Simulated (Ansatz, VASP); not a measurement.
**CdInS2: VASP beside Ansatz**

INCAR

```
ALGO     = Normal         # electronic algorithm
EDIFF    = 1E-6           # SCF threshold, eV
ENCUT    = 520            # plane-wave cutoff, eV
GGA      = PE             # functional
ISIF     = 2              # what is computed and relaxed
ISMEAR   = 0              # smearing method
LASPH    = True           # aspherical terms in the spheres
LCHARG   = False          # write CHGCAR
LREAL    = False          # projectors in reciprocal space
LWAVE    = False          # write WAVECAR
NBANDS   = 26             # bands
NELM     = 100            # most SCF steps
PREC     = Accurate       # precision mode
SIGMA    = 0.15           # smearing width, eV
```

The input KPOINTS:

```
k-points
0
Gamma
  12 12 6
```

The input POSCAR:

```
CdInS2
1.0
    3.7498442659      0.0000000000      0.0000000000
   -1.8749221329      3.2474603945      0.0000000000
    0.0000000000      0.0000000000      7.2578235766
Cd In S
1 1 2
Direct
    0.0000000000      0.0000000000      0.0000000000
    0.0000000000      0.0000000000      0.5000000000
    0.6666666667      0.3333333333      0.7578554487
    0.3333333333      0.6666666667      0.2421445513
```

Input for Ansatz:

```yaml
crystal:
  lattice:
    - [3.7498442659, 0.0, 0.0]
    - [-1.8749221329, 3.2474603945, 0.0]
    - [0.0, 0.0, 7.2578235766]
  atoms:
    - { symbol: Cd, position: [0.0, 0.0, 0.0] }
    - { symbol: In, position: [0.0, 0.0, 0.5] }
    - { symbol: S, position: [0.6666666667, 0.3333333333, 0.7578554487] }
    - { symbol: S, position: [0.3333333333, 0.6666666667, 0.2421445513] }
basis:
  ecutwfc: 420
kpoints:
  mp_grid: { grid: [12, 12, 6] }
hamiltonian:
  xc: pbe
scf:
  occupations: { method: gaussian, width: 0.15 }
output:
  forces: true
  stress: true
  eigenvalues: true
```

Alike in both runs: task single point; functional PBE; k mesh 12 × 12 × 6; occupations gaussian, width 0.15 eV; no spin polarisation.

|  | VASP | Ansatz |
| --- | --- | --- |
| version | VASP 6.6.1 | Ansatz 0.2.0 |
| potentials or method | VASP PAW PBE potentials, release 64 (Cd, In_d, S), cutoff 520 eV | scalar-relativistic, plane waves, PAW |
| valence electrons in the cell | 37 | 45 |

Ansatz gave:

| Item | Value |
| --- | --- |
| gap on the k mesh at the Fermi level (eV) | none |
| pressure (GPa) | -0.7 |
| traceless stress, the component that is largest in VASP (GPa) | -6.01 |
| rms of the force components (eV/Å) | 0.031 |

Problem. Which values does VASP return?

Solution. gap on the k mesh at the Fermi level (eV): none; pressure (GPa): -0.6; traceless stress, the component that is largest in VASP (GPa): -5.97; rms of the force components (eV/Å): 0.042.

Atom by atom the forces differ by 0.011 eV/Å (rms over components). A gap of «none» marks a metal or a gap that the smearing closes. VASP's potentials hold 37 valence electrons a cell and Ansatz's 45, so a difference there can come from the potentials and not from the codes.
